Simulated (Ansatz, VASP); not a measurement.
## Two plane-wave programs on Li2ZrO2

Contents of INCAR:

```
ALGO = Normal ; EDIFF = 1E-6
ENCUT = 520 ; GGA = PE
ISIF = 2 ; ISMEAR = 0
LASPH = T ; LCHARG = F
LREAL = F ; LWAVE = F
NBANDS = 23 ; NELM = 100
PREC = Accurate ; SIGMA = 0.1
```

KPOINTS

```
k-points
0
Gamma
  6 6 4
```

The input POSCAR:

```
Li2ZrO2
1.0
    4.3479227100      0.0000000000      0.0000000000
   -2.1739613600      3.7654115200      0.0000000000
    0.0000000000      0.0000000000      3.8239588100
Li Zr O
2 1 2
Direct
    0.3333333300      0.6666666700      0.8131471200
    0.6666666700      0.3333333300      0.8131471200
    0.0000000000      0.0000000000      0.3428724600
    0.3333333300      0.6666666700      0.2278039600
    0.6666666700      0.3333333300      0.2278039600
```

Input for Ansatz:

```yaml
crystal:
  lattice:
    - [4.34792271, 0.0, 0.0]
    - [-2.17396136, 3.76541152, 0.0]
    - [0.0, 0.0, 3.82395881]
  atoms:
    - { symbol: Li, position: [0.33333333, 0.66666667, 0.81314712] }
    - { symbol: Li, position: [0.66666667, 0.33333333, 0.81314712] }
    - { symbol: Zr, position: [0.0, 0.0, 0.34287246] }
    - { symbol: O, position: [0.33333333, 0.66666667, 0.22780396] }
    - { symbol: O, position: [0.66666667, 0.33333333, 0.22780396] }
basis:
  ecutwfc: 420
kpoints:
  mp_grid: { grid: [6, 6, 4] }
hamiltonian:
  xc: pbe
scf:
  occupations: { method: gaussian, width: 0.1 }
  lower_state_search: "off"
output:
  forces: true
  stress: true
  eigenvalues: true
```

Alike in both runs: task single point; functional PBE; k mesh 6 × 6 × 4; occupations gaussian, width 0.1 eV; no spin polarisation.

|  | VASP | Ansatz |
| --- | --- | --- |
| version | VASP 6.6.1 | Ansatz 0.2.0 |
| potentials or method | VASP PAW PBE potentials, release 64 (Li_sv, Zr_sv, O), cutoff 520 eV | scalar-relativistic, plane waves, PAW |
| valence electrons in the cell | 30 | 30 |

Ansatz gave:

* gap on the k mesh at the Fermi level (eV): none
* rms of the force components (eV/Å): 2.107

Task: Which values does VASP return?

Result: gap on the k mesh at the Fermi level (eV): none; rms of the force components (eV/Å): 2.178.

Atom by atom the forces differ by 0.090 eV/Å (rms over components). A gap of «none» marks a metal or a gap that the smearing closes.

The k mesh is coarse, so the values compare programs but aren't converged. Noted on VASP's run: the cutoff is short for stress, so the pressure is rough.
